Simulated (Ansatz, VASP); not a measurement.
**Al2O3 in VASP and in Ansatz**

```
CELL_PARAMETERS angstrom
2.30585 1.33129 4.75436
-2.30585 1.33129 4.75436
0.00000 -2.66257 4.75436
ATOMIC_POSITIONS crystal
Al 0.84832 0.84832 0.84832
Al 0.65168 0.65168 0.65168
Al 0.15168 0.15168 0.15168
Al 0.34832 0.34832 0.34832
O 0.05616 0.44384 0.75000
O 0.75000 0.05616 0.44384
O 0.44384 0.75000 0.05616
O 0.94384 0.55616 0.25000
O 0.25000 0.94384 0.55616
O 0.55616 0.25000 0.94384
```

Alike in both runs: task single point; functional PBE; k mesh 6 × 6 × 6; occupations gaussian, width 0.05 eV; no spin polarisation.

```csv
,VASP,Ansatz
version,VASP 6.6.1,Ansatz 0.2.0
potentials or method,"VASP PAW PBE potentials, release 64 (Al, O), cutoff 520 eV","scalar-relativistic, plane waves, PAW"
valence electrons in the cell,48,48
```

```csv
,VASP,Ansatz,Ansatz less VASP
gap on the k mesh at the Fermi level (eV),5.11,5.12,+0.009
least direct gap on the mesh (eV),5.11,5.12,+0.009
pressure (GPa),1.5,1.5,+0.04
"traceless stress, the component that is largest in VASP (GPa)",-33.90,-33.87,+0.028
rms of the force components (eV/Å),0.227,0.226,-0.0001
```

Atom by atom the forces differ by 0.002 eV/Å (rms over components).
